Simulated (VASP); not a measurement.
# Ti8Ru8Au in VASP: single point with PBE

Aim: the single point of Ti8Ru8Au with PBE.

All numbers are computed with VASP 6.6.1; they aren't measurements. Logs are shortened: lines on timing, memory, paths and dates and some standing lists are left out, and cuts for length are marked.

## Step 1: The cell of the first run

The cell holds a slab with vacuum, 17 atoms: a = 6.140 Å, b = 6.140 Å, c = 16.605 Å, α = 90.00°, β = 90.00°, γ = 90.00°.

## Step 2: Single point, PBE

Input file INCAR:

```
SYSTEM = Ti8Ru8Au
ALGO = Normal
EDIFF = 1E-7
ENCUT = 520
GGA = PE
ISIF = 2
ISMEAR = -1
LASPH = .TRUE.
LCHARG = .FALSE.
LREAL = Auto
LWAVE = .FALSE.
NBANDS = 124
NELM = 60
PREC = Accurate
SIGMA = 0.1
```

Input file KPOINTS:

```
k-points
0
G
  3 3 1
  0 0 0
```

Input file POSCAR:

```
Ti8Ru8Au
1.0
    6.1400000000      0.0000000000      0.0000000000
    0.0000000000      6.1400000000      0.0000000000
    0.0000000000      0.0000000000     16.6050000000
Ti Ru Au
8 8 1
Direct
    0.2513441368      0.2495042345      0.1341651912
    0.2605921824      0.2521929967      0.3215215899
    0.2513537459      0.7501198697      0.1341604336
    0.2604011401      0.7473368078      0.3214961759
    0.7519711726      0.2494140065      0.1343314664
    0.7545757329      0.2549156352      0.3228182475
    0.7519828990      0.7502478827      0.1343338151
    0.7544289902      0.7440180782      0.3228381210
    0.0000000000      0.0000000000      0.0602228245
    0.0056724756     -0.0002959283      0.2409299609
    0.0000000000      0.5000000000      0.0602228245
    0.0043812704      0.4997174267      0.2392177657
    0.5000000000      0.0000000000      0.0602228245
    0.5034070033     -0.0002786645      0.2398240289
    0.5000000000      0.5000000000      0.0602228245
    0.5017744300      0.4997364821      0.2368208371
    0.6231521173      0.4992273616      0.4454305932
```

Potentials or basis: VASP PAW PBE potentials, release 64 (Ti_sv, Ru_pv, Au).

On the command line:

```bash
$ cat potpaw_PBE.64/Ti_sv/POTCAR potpaw_PBE.64/Ru_pv/POTCAR potpaw_PBE.64/Au/POTCAR > POTCAR
$ mpirun -np 1 vasp_std > vasp.out
```

OUTCAR:

```text
SYSTEM = Ti8Ru8Au
   EDIFF = 1E-7
   ENCUT = 520
   GGA = PE
   ISIF = 2
   ISMEAR = -1
   LASPH = .TRUE.
   LREAL = Auto
   NELM = 60
   PREC = Accurate

 ion  position               nearest neighbor table
   1  0.251  0.250  0.134-  13 2.49  15 2.49   9 2.50  11 2.50  16 2.76  12 2.78  10 2.79  14 2.80

   2  0.261  0.252  0.322-  14 2.54  16 2.55  10 2.58  12 2.58
   3  0.251  0.750  0.134-  13 2.49  15 2.49   9 2.50  11 2.50  16 2.76  12 2.78  10 2.79  14 2.80

   4  0.260  0.747  0.321-  14 2.54  16 2.55  10 2.58  12 2.58
   5  0.752  0.249  0.134-   9 2.49  11 2.49  13 2.50  15 2.51  16 2.76  14 2.78  12 2.79  10 2.81

   6  0.755  0.255  0.323-  12 2.56  10 2.58  16 2.59  14 2.59  17 2.65
   7  0.752  0.750  0.134-   9 2.49  11 2.49  13 2.50  15 2.50  16 2.76  14 2.78  12 2.79  10 2.81

   8  0.754  0.744  0.323-  12 2.56  10 2.59  16 2.59  14 2.60  17 2.66
   9  0.000  0.000  0.060-   5 2.49   7 2.49   1 2.50   3 2.50  10 3.00  11 3.07  13 3.07  11 3.07
                            13 3.07
  10  0.006  1.000  0.241-   4 2.58   2 2.58   6 2.58   8 2.59   3 2.79   1 2.79   7 2.81   5 2.81
                             9 3.00  14 3.06  12 3.07  12 3.07  14 3.08
  11  0.000  0.500  0.060-   7 2.49   5 2.49   3 2.50   1 2.50  12 2.97   9 3.07  15 3.07   9 3.07
                            15 3.07
  12  0.004  0.500  0.239-   8 2.56   6 2.56   4 2.58   2 2.58   1 2.78   3 2.78   5 2.79   7 2.79
                            11 2.97  16 3.05  10 3.07  10 3.07  16 3.09
  13  0.500  0.000  0.060-   1 2.49   3 2.49   5 2.50   7 2.50  14 2.98   9 3.07  15 3.07  15 3.07
                             9 3.07
  14  0.503  1.000  0.240-   2 2.54   4 2.54   6 2.59   8 2.60   7 2.78   5 2.78   3 2.80   1 2.80
                            13 2.98  10 3.06  16 3.07  16 3.07  10 3.08
  15  0.500  0.500  0.060-   3 2.49   1 2.49   7 2.50   5 2.51  16 2.93  13 3.07  11 3.07  13 3.07
                            11 3.07
  16  0.502  0.500  0.237-   2 2.55   4 2.55   8 2.59   6 2.59   5 2.76   7 2.76   1 2.76   3 2.76
                            15 2.93  12 3.05  14 3.07  14 3.07  12 3.09
  17  0.623  0.499  0.445-   6 2.65   8 2.66

  LATTYP: Found a simple tetragonal cell.
 ALAT       =     6.1400000000
 C/A-ratio  =     2.7043973941

  Lattice vectors:

 A1 = (   6.1400000000,   0.0000000000,   0.0000000000)
 A2 = (   0.0000000000,   6.1400000000,   0.0000000000)
 A3 = (   0.0000000000,   0.0000000000,  16.6050000000)

Analysis of symmetry for initial positions (statically):
=====================================================================
 Subroutine PRICEL returns:
 Original cell was already a primitive cell.

 Routine SETGRP: Setting up the symmetry group for a
 simple tetragonal supercell.

 Subroutine GETGRP returns: Found  1 space group operations
 (whereof  1 operations were pure point group operations)
 out of a pool of 16 trial point group operations.

The static configuration has the point symmetry C_1 .

Analysis of symmetry for dynamics (positions and initial velocities):
=====================================================================
 Subroutine PRICEL returns:
 Original cell was already a primitive cell.

 Routine SETGRP: Setting up the symmetry group for a
 simple tetragonal supercell.

 Subroutine GETGRP returns: Found  1 space group operations
 (whereof  1 operations were pure point group operations)
 out of a pool of 16 trial point group operations.

The dynamic configuration has the point symmetry C_1 .

 Subroutine INISYM returns: Found  1 space group operations
 (whereof  1 operations are pure point group operations),
 and found     1 'primitive' translations

----------------------------------------------------------------------------------------

                                     Primitive cell

  volume of cell :     626.0019

  direct lattice vectors                    reciprocal lattice vectors
     6.140000000  0.000000000  0.000000000     0.162866450  0.000000000  0.000000000
     0.000000000  6.140000000  0.000000000     0.000000000  0.162866450  0.000000000
     0.000000000  0.000000000 16.605000000     0.000000000  0.000000000  0.060222824

  length of vectors
     6.140000000  6.140000000 16.605000000     0.162866450  0.162866450  0.060222824

  position of ions in fractional coordinates (direct lattice)
     0.251344137  0.249504235  0.134165191
     0.260592182  0.252192997  0.321521590
     0.251353746  0.750119870  0.134160434
     0.260401140  0.747336808  0.321496176
     0.751971173  0.249414006  0.134331466
     0.754575733  0.254915635  0.322818248
[... 9 lines left out ...]
     0.501774430  0.499736482  0.236820837
     0.623152117  0.499227362  0.445430593

  ion indices of the primitive-cell ions
   primitive index   ion index
                 1           1
                 2           2
                 3           3
                 4           4
                 5           5
                 6           6
[... 9 lines left out ...]
                16          16
                17          17

----------------------------------------------------------------------------------------

 KPOINTS: k-points

Automatic generation of k-mesh.
 Grid dimensions read from file:
 generate k-points for:    3    3    1

 Generating k-lattice:

  Cartesian coordinates                     Fractional coordinates (reciprocal lattice)
     0.054288817  0.000000000  0.000000000     0.333333333  0.000000000  0.000000000
     0.000000000  0.054288817  0.000000000     0.000000000  0.333333333  0.000000000
     0.000000000  0.000000000  0.060222824     0.000000000  0.000000000  1.000000000

  Length of vectors
     0.054288817  0.054288817  0.060222824

  Shift w.r.t. Gamma in fractional coordinates (k-lattice)
     0.000000000  0.000000000  0.000000000

 Subroutine IBZKPT returns following result:
 ===========================================

 Found      5 irreducible k-points:

 Following reciprocal coordinates:
            Coordinates               Weight
  0.000000  0.000000  0.000000      1.000000
  0.333333  0.000000  0.000000      2.000000
  0.000000  0.333333  0.000000      2.000000
  0.333333  0.333333  0.000000      2.000000
 -0.333333  0.333333  0.000000      2.000000
   k-points           NKPTS =      5   k-points in BZ     NKDIM =      5   number of bands    NBANDS=    124
   number of dos      NEDOS =    301   number of ions     NIONS =     17
   total plane-waves  NPLWV = 290304
   dimension x,y,z NGX =    48 NGY =   48 NGZ =  126
   dimension x,y,z NGXF=    96 NGYF=   96 NGZF=  252
   ions per type =               8   8   1
   NGX,Y,Z   is equivalent  to a cutoff of  13.00, 13.00, 12.61 a.u.
   NGXF,Y,Z  is equivalent  to a cutoff of  25.99, 25.99, 25.23 a.u.
 SYSTEM =  Ti8Ru8Au
   PREC   = accura    normal or accurate (medium, high low for compatibility)
   ISTART =      0    job   : 0-new  1-cont  2-samecut
   ICHARG =      2    charge: 1-file 2-atom 10-const
   ISPIN  =      1    spin polarized calculation?
   LNONCOLLINEAR =      F non collinear calculations
   LSORBIT =      F    spin-orbit coupling
   LASPH  =      T    aspherical Exc in radial PAW
   ENCUT  =  520.0 eV  38.22 Ry    6.18 a.u.  11.42 11.42 30.87*2*pi/ulx,y,z
   NELM   =     60;   NELMIN=  2; NELMDL= -5     # of ELM steps
   EDIFF  = 0.1E-06   stopping-criterion for ELM
   LREAL  =      T    real-space projection
   EDIFFG = 0.1E-05   stopping-criterion for IOM
   NSW    =      0    number of steps for IOM
   IBRION =     -1    ionic relax: 0-MD 1-quasi-New 2-CG
   NFREE  =      0    steps in history (QN), initial steepest desc. (CG)
   ISIF   =      2    stress and relaxation
   ISYM   =      2    0-nonsym 1-usesym 2-fastsym
   POTIM  = 0.5000    time-step for ionic-motion
   TEBEG  =    0.0;   TEEND  =   0.0 temperature during run
   PSTRESS=    0.0 pullay stress
   NELECT =     219.0000    total number of electrons
   NUPDOWN=      -1.0000    fix difference up-down
   EMIN   =  10.00;   EMAX   =-10.00  energy-range for DOS
   EFERMI =   0.00;   METHOD = LEGACY
   ISMEAR =    -1;   SIGMA  =   0.10  broadening in eV -4-tet -1-fermi 0-gaus
   EFERMI_NEDOS =   21; number of points for ismear=-14 and -15
   IALGO  =     38    algorithm
   IMIX   =      4    mixing-type and parameters
     AMIX     =   0.40;   BMIX     =  1.00
     AMIX_MAG =   1.60;   BMIX_MAG =  1.00
  volume/ion in A,a.u.               =      36.82       248.50
  Fermi-wavevector in a.u.,A,eV,Ry     =   1.153536  2.179866 18.104515  1.330644
  Thomas-Fermi vector in A             =   2.290179
   LORBIT       =      0    0 simple, 1 ext, 2 COOP (PROOUT), +10 PAW based schemes
   GGA     = PE    functional components
[... 5 lines left out ...]
 non-spin polarized calculation
  energy-cutoff  :      520.00
  volume of cell :      626.00
 maximum number of plane-waves:     16889
 NGX is ok and might be reduce to    48
   NGX = 23   NGY = 23   NGZ = 61

 number of electron     219.0000021 magnetization

 Free energy of the ion-electron system (eV)
  ---------------------------------------------------
  ext. energy  EPLUGINS =         0.00000000
  ---------------------------------------------------
  free energy    TOTEN  =      -139.75758696 eV

  energy without entropy =     -139.44644966  energy(sigma->0) =     -139.60201831

 E-fermi :   2.0743     XC(G=0):  -6.4976

 val. band max:        2.0035152283   @ k =   0.0000   0.3333   0.0000
 cond. band min:       2.0782275973   @ k =   0.0000   0.0000   0.0000
 fundamental gap:      0.0747123690
 Fermi energy:         2.0743275584

 k-point     1 :       0.0000    0.0000    0.0000
  band No.  band energies     occupation
      1     -55.3735      2.00000
      2     -55.3524      2.00000
      3     -55.3150      2.00000
      4     -55.2924      2.00000
      5     -54.7936      2.00000
      6     -54.7739      2.00000
[... 113 lines left out ...]
    120       3.2337      0.00002
    121       3.2360      0.00002

 k-point     2 :       0.3333    0.0000    0.0000
  band No.  band energies     occupation
      1     -55.3722      2.00000
      2     -55.3508      2.00000
      3     -55.3164      2.00000
      4     -55.2941      2.00000
      5     -54.7887      2.00000
      6     -54.7788      2.00000
[... 369 lines left out ...]
      4     -55.2991      2.00000
      5     -54.7834      2.00000
      6     -54.7730      2.00000
[... 113 lines left out ...]
    120       3.0149      0.00016
    121       3.0914      0.00008
 [bands above 121 left out]

------------------------ aborting loop because EDIFF is reached ----------------------------------------

  FORCE on cell =-STRESS in cart. coord.  units (eV):
  Direction    XX          YY          ZZ          XY          YZ          ZX
  --------------------------------------------------------------------------------------
  -------------------------------------------------------------------------------------
  Total       -6.0126017     -5.8032875     -0.4678885     -0.0027213      0.0390025     -1.4797023
  in kB      -15.3885391    -14.8528243     -1.1975049     -0.0069649      0.0998223     -3.7871222
  external PRESSURE =     -10.4796228 kB  Pullay stress =       0.0000000 kB

 VOLUME and BASIS-vectors are now :
 -----------------------------------------------------------------------------
  energy-cutoff  :      520.00
  volume of cell :      626.00
      direct lattice vectors                 reciprocal lattice vectors
     6.140000000  0.000000000  0.000000000     0.162866450  0.000000000  0.000000000
     0.000000000  6.140000000  0.000000000     0.000000000  0.162866450  0.000000000
     0.000000000  0.000000000 16.605000000     0.000000000  0.000000000  0.060222824

 POSITION                                       TOTAL-FORCE (eV/Angst)
 -----------------------------------------------------------------------------------
      1.54325      1.53196      2.22781         0.010489     -0.007867      0.044211
      1.60004      1.54846      5.33887         0.033076      0.015192      0.027807
      1.54331      4.60574      2.22773         0.012408      0.010650      0.042253
      1.59886      4.58865      5.33844         0.033912     -0.004653      0.033573
      4.61710      1.53140      2.23057         0.016833     -0.001808      0.036462
      4.63310      1.56518      5.36040         0.012996     -0.011531     -0.007499
[... 9 lines left out ...]
      3.08090      3.06838      3.93241         0.012953      0.000635     -0.022753
      3.82615      3.06526      7.39638        -0.342398      0.000048     -0.086444
 -----------------------------------------------------------------------------------
    total drift:                                0.019525      0.009643      0.053620

  FREE ENERGIE OF THE ION-ELECTRON SYSTEM (eV)
  ---------------------------------------------------
  free  energy   TOTEN  =      -139.7575869579 eV

  energy  without entropy=     -139.4464496599  energy(sigma->0) =     -139.60201831
```

Run time: 44 min. Hardware: 1 thread of Intel Xeon 8259CL, shared host; peak memory 0.76 GiB.

What came out:

* Free energy: -139.7576 eV
* Largest force: 0.353 eV/Å
* Band gap on the k mesh: zero (an odd number of electrons rules out a gap without spin polarisation)

Forces on the atoms (eV/Å):
```
Ti   0.010 -0.008  0.044
Ti   0.033  0.015  0.028
Ti   0.012  0.011  0.042
Ti   0.034 -0.005  0.034
Ti   0.017 -0.002  0.036
Ti   0.013 -0.012 -0.007
Ti   0.016  0.005  0.036
Ti   0.012  0.008 -0.009
Ru   0.014 -0.004  0.038
Ru   0.017  0.000 -0.001
Ru   0.006 -0.004 -0.007
Ru   0.017  0.001 -0.005
Ru   0.047 -0.004  0.022
Ru   0.016  0.000 -0.014
Ru   0.064 -0.004 -0.128
Ru   0.013  0.001 -0.023
Au  -0.342  0.000 -0.086
```

Levels at points of the mesh, in eV from the Fermi level:
| k point | band 105 | band 106 | band 107 | band 108 | band 109 | band 110 | band 111 | band 112 | band 113 | band 114 |
| --- | --- | --- | --- | --- | --- | --- | --- | --- | --- | --- |
| (0.00, 0.00, 0.00) | -0.64 | -0.53 | -0.09 | 0.00 | 0.14 | 0.15 | 0.37 | 0.44 | 0.49 | 0.59 |

Caveat: spin-orbit coupling is left out, which moves the levels of the heavy elements.
